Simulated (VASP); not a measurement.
A run of VASP 6.6.1:

Contents of INCAR:

```
PREC = Accurate ; ENCUT = 520
EDIFF = 1E-6 ; ISMEAR = 0
SIGMA = 0.1 ; LREAL = F
LASPH = T ; NELM = 100
ALGO = Normal ; ISIF = 2
LWAVE = F ; LCHARG = F
GGA = PE ; NBANDS = 55
```

The input KPOINTS:

```
regular mesh
0
Gamma
  4 4 6
```

POSCAR

```
SrTa2O2
1.0
    8.3162562044      0.0000000000      0.0000000000
    0.0000000000      8.3162562044      0.0000000000
    0.0000000000      0.0000000000      3.5184179844
Sr Ta O
2 4 4
Direct
    0.0000000000      0.0000000000      0.0000000000
    0.5000000000      0.5000000000      0.0000000000
    0.1127796962      0.6127796962      0.0000000000
    0.8872203038      0.3872203038      0.0000000000
    0.6127796962      0.8872203038      0.0000000000
    0.3872203038      0.1127796962      0.0000000000
    0.8191724514      0.3191724514      0.5000000000
    0.1808275486      0.6808275486      0.5000000000
    0.3191724514      0.1808275486      0.5000000000
    0.6808275486      0.8191724514      0.5000000000
```

Potentials or basis: VASP PAW PBE potentials, release 64 (Sr_sv, Ta_pv, O).

Run with:

```bash
$ cat potpaw_PBE.64/Sr_sv/POTCAR potpaw_PBE.64/Ta_pv/POTCAR potpaw_PBE.64/O/POTCAR > POTCAR
$ mpirun -np 1 vasp_std > vasp.out
```

Hardware: 1 thread of Intel(R) Xeon(R) Platinum 8488C (Sapphire Rapids), with other jobs on the host.

Task: Estimate the wall time of this run.

Result: Wall time 5 min on 1 thread of Intel(R) Xeon(R) Platinum 8488C (Sapphire Rapids) (shared host), peak memory 0.49 GiB. Counts: scf iterations 15, k points 24.
